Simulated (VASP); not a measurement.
Input of a VASP 6.6.1 run:

INCAR

```
PREC     = Accurate       # precision mode
ENCUT    = 520            # plane-wave cutoff, eV
EDIFF    = 1E-6           # SCF threshold, eV
ISMEAR   = -1             # smearing method
SIGMA    = 0.05           # smearing width, eV
LREAL    = False          # projectors in reciprocal space
LASPH    = True           # aspherical terms in the spheres
NELM     = 150            # most SCF steps
ALGO     = Normal         # electronic algorithm
ISIF     = 2              # what is computed and relaxed
LWAVE    = False          # write WAVECAR
LCHARG   = False          # write CHGCAR
ISPIN    = 2              # spin polarisation
MAGMOM   = 2 2 2 2        # initial moments
LORBIT   = 11             # projections on sites
LMAXMIX  = 4              # l up to which the mixer works
GGA      = PE             # functional
IVDW     = 12             # dispersion correction
NBANDS   = 30             # bands
```

The input KPOINTS:

```
Automatic mesh
0
Gamma
  12 12 4
```

POSCAR

```
Co
1.0
    2.4539803297      0.0000000000      0.0000000000
   -1.2269901649      2.1252093060      0.0000000000
    0.0000000000      0.0000000000      8.0339487160
Co
4
Direct
    0.6666666667      0.3333333333      0.7500000000
    0.0000000000      0.0000000000      0.5000000000
    0.3333333333      0.6666666667      0.2500000000
    0.0000000000      0.0000000000      0.0000000000
```

Potentials or basis: VASP PAW PBE potentials, release 64 (Co).

Launch:

```sh
$ cat potpaw_PBE.64/Co/POTCAR > POTCAR
$ mpirun -np 1 vasp_std > vasp.out
```

What does it give for the site moments?

Co +1.64, +1.62 (each value once) μB.

Estimate the dispersion energy per atom.

-0.432 eV.

Stress tensor (GPa, compression positive):
```
 2.91  0.00  0.00
 0.00  2.91  0.00
 0.00  0.00 -1.02
```
